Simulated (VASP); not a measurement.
**Sn: relaxation of cell and atoms with PBE**

Sn:

```
Sn
1.0
     5.60649    0.00000    0.00000
     0.00000    5.60649    0.00000
     0.00000    0.00000    4.58895
Sn
4
Direct
  0.34129 0.00000 0.75000
  0.65871 0.00000 0.25000
  0.00000 0.34129 0.00000
  0.00000 0.65871 0.50000
```

The cell was built from a structure type or drawn by symmetry, and may not be a known phase.

* Program: VASP 6.6.1
* Task: relaxation of cell and atoms
* Functional: PBE
* Potentials or basis: VASP PAW PBE potentials, release 64 (Sn_d)
* Cutoff: 600 eV
* k mesh: 8 × 8 × 10
* Occupations: gaussian, width 0.1 eV
* Spin: no spin polarisation
* Dipole correction: no
* Further INCAR settings: ALGO = Fast; EDIFF = 1e-06; IBRION = 2; EDIFFG = -0.01; NSW = 100; ISIF = 3

| Property | Result |
| --- | --- |
| Relaxed volume | 35.99 Å³/atom |
| Relaxed cell | a = 5.620 Å, b = 5.620 Å, c = 4.557 Å, α = 90.00°, β = 90.00°, γ = 90.00° |
| Space group after relaxing (to 0.1 Å) | P4_122 (No. 91) |
| Energy gained by relaxing | 0.3 meV/atom |
| Ionic steps | 14 |
| Pressure after relaxing | 0.0 GPa |
| Largest force after relaxing | 0.005 eV/Å |
| Band gap on the k mesh | zero (bands 28 and 29 overlap by 0.56 eV) |

Forces in eV/Å, atoms in the order of the input:
```
Sn  -0.005  0.000  0.000
Sn   0.005  0.000  0.000
Sn   0.000 -0.005  0.000
Sn   0.000  0.005  0.000
```

The path:
```
step  energy change (eV)  largest force (eV/Å)  pressure (GPa)  volume (Å³)
   1              0.0000                0.0223           -0.12       144.24
   2             -0.0009                0.0130            0.00       143.69
   3             -0.0009                0.0225            0.08       143.55
   4             -0.0009                0.0147            0.04       143.61
   5             -0.0009                0.0192            0.05       143.59
   6             -0.0011                0.0128           -0.01       143.77
   7             -0.0011                0.0130            0.01       143.82
   8             -0.0012                0.0117            0.00       143.92
   9             -0.0011                0.0086           -0.08       144.12
  10             -0.0012                0.0172            0.01       143.98
  11             -0.0012                0.0095           -0.05       144.05
  12             -0.0012                0.0169           -0.02       144.01
  13             -0.0012                0.0067            0.04       143.93
  14             -0.0012                0.0047           -0.03       143.95
```

Final structure:
```
Sn
1.0
     5.62040    0.00000    0.00000
     0.00000    5.62040    0.00000
     0.00000    0.00000    4.55706
Sn
4
Direct
  0.34100 0.00000 0.75000
  0.65900 0.00000 0.25000
  0.00000 0.34100 0.00000
  0.00000 0.65900 0.50000
```

Levels at points of the mesh, in eV from the Fermi level:
```
           k point  band 26  band 27  band 28  band 29  band 30  band 31
(0.00, 0.00, 0.00)    -1.13    -1.13    -0.08     0.64     0.64     2.69
(0.50, 0.00, 0.00)    -1.69    -0.88    -0.73     0.16     1.22     1.99
(0.50, 0.50, 0.00)    -0.84    -0.67    -0.22    -0.22     0.99     2.37
(0.00, 0.00, 0.50)    -2.32    -1.98    -1.98     0.61     0.61     2.09
(0.50, 0.00, 0.50)    -2.20    -1.41    -1.41     0.20     0.20     1.87
(0.50, 0.50, 0.50)    -3.88    -1.52    -1.52     2.99     2.99     3.34
```

Run time: 62 min on 1 thread of Oxide Virtual Turin-like Processor, with other jobs on the host, peak memory 0.53 GiB.

Caveat: spin-orbit coupling is left out, which moves the levels of the heavy elements.
